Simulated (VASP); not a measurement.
Write the native input for VASP 6.6.1 that does the following.

* Task: relaxation of cell and atoms
* Functional: PBE
* Potentials or basis: VASP PAW PBE potentials, release 64 (Mg, H)
* Cutoff: 600 eV
* k mesh: 8 × 8 × 8
* Occupations: gaussian, width 0.1 eV
* Spin: no spin polarisation
* Dipole correction: no
* Further INCAR settings: ALGO = Normal; EDIFF = 1e-06; IBRION = 2; EDIFFG = -0.04; NSW = 90; ISIF = 3

The structure of MgH2 lies in POSCAR:

```
MgH2
1.0
   -1.3480843400      2.3761577700      2.0521304500
    1.3480843400     -2.3761577700      2.0521304500
    1.3480843400      2.3761577700     -2.0521304500
Mg H
1 2
Direct
    0.3656184200      0.8656184200      0.5000000000
    0.9789568800      0.2239234700      0.7550334100
    0.4688900500      0.2239234700      0.2449665900
```

One way to write it, as run:

INCAR

```
PREC = Accurate
ENCUT = 600
EDIFF = 1E-6
ISMEAR = 0
SIGMA = 0.1
LREAL = False
LASPH = True
NELM = 60
ALGO = Normal
ISIF = 3
LWAVE = False
LCHARG = False
GGA = PE
IBRION = 2
NSW = 90
EDIFFG = -0.04
```

KPOINTS

```
Automatic mesh
0
Gamma
  8 8 8
```

Potentials or basis: VASP PAW PBE potentials, release 64 (Mg, H).

Launch:

```console
$ cat potpaw_PBE.64/Mg/POTCAR potpaw_PBE.64/H/POTCAR > POTCAR
$ mpirun -np 1 vasp_std > vasp.out
```

Results of the run:

| Item | Value |
| --- | --- |
| Relaxed volume | 8.93 Å³/atom |
| Relaxed cell | a = 3.363 Å, b = 3.363 Å, c = 3.363 Å, α = 122.40°, β = 89.81°, γ = 117.88° |
| Space group after relaxing (to 0.05 Å) | Immm (No. 71) |
| Energy gained by relaxing | 81.3 meV/atom |
| Ionic steps | 27 |
| Pressure after relaxing | 0.1 GPa |
| Largest force after relaxing | 0.009 eV/Å |
| Band gap on the k mesh | zero (band 2 reaches 3.85 eV, above the bottom of band 3 at 2.59 eV) |

It took 120 s on 1 thread of Intel(R) Xeon(R) 6975P-C (Granite Rapids), on a shared host, peak memory 0.17 GiB.
